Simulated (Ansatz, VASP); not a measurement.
**Rb: VASP beside Ansatz**

```
Rb
1.0
     4.85407    0.00000    0.00000
    -1.61802    4.57646    0.00000
    -1.61802   -2.28823    3.96333
Rb
1
Direct
  0.00000 0.00000 0.00000
```

Alike in both runs: task single point; functional PBE; k mesh 7 × 7 × 7; occupations gaussian, width 0.02 eV; no spin polarisation.

|  | VASP | Ansatz |
| --- | --- | --- |
| version | VASP 6.6.1 | Ansatz 0.2.0 |
| potentials or method | VASP PAW PBE potentials, release 64 (Rb_sv) | Ansatz PAW |
| plane-wave cutoff (eV) | 520 | 420 |
| valence electrons in the cell | 9 | 9 |

```csv
,VASP,Ansatz,Ansatz less VASP
gap on the k mesh at the Fermi level (eV),none,none,-
pressure (GPa),0.1,0.1,0.00
```

A gap of «none» marks a metal or a gap that the smearing closes. The functional is the same, so the differences come from potentials, cutoffs and numerics.
